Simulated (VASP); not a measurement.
Runs of VASP 6.6.1 on Eu. The structure is that of space group Im-3m (No. 229), or close to it. The cells are those of the table. 

```csv
task,cell,k mesh for the DOS,occupations for the DOS,gap on the mesh (eV),pressure (GPa),moment (μB)
single point,"a = 3.342 Å, angles 109.5°, 1 atom",-,-,none,10.0,7.19
single point,"a = 2.868 Å, angles 109.5°, 1 atom",-,-,none,(b),7.13
single point,"a = 3.498 Å, angles 109.5°, 1 atom",-,-,none,5.0,7.18
single point,"a = 3.016 Å, angles 109.5°, 1 atom",-,-,none,31.2,7.21
single point,"a = 3.169 Å, angles 109.5°, 1 atom",-,-,none,(a),7.23
density of states,"a = 2.868 Å, angles 109.5°, 1 atom",21 × 21 × 21,tetrahedron,-,-,7.13
```

Alike in all rows: level PBE; potentials or basis VASP PAW PBE potentials, release 64 (Eu); spin collinear, ferromagnetic start; k mesh 14 × 14 × 14; cutoff (eV) 520; smearing fermi-dirac 0.05 eV.

**Question.** Fill in the values left out.

**Answer.** (a) 18.3; (b) 50.6.

Caveats: spin-orbit coupling is left out, which moves the levels of the heavy elements; tetrahedron occupations give inexact forces and stress in metals (some runs).

A k mesh can miss the band edges, and the runs leave out spin-orbit coupling on Eu.

A gap of «none» marks levels without a gap at the run's occupations.
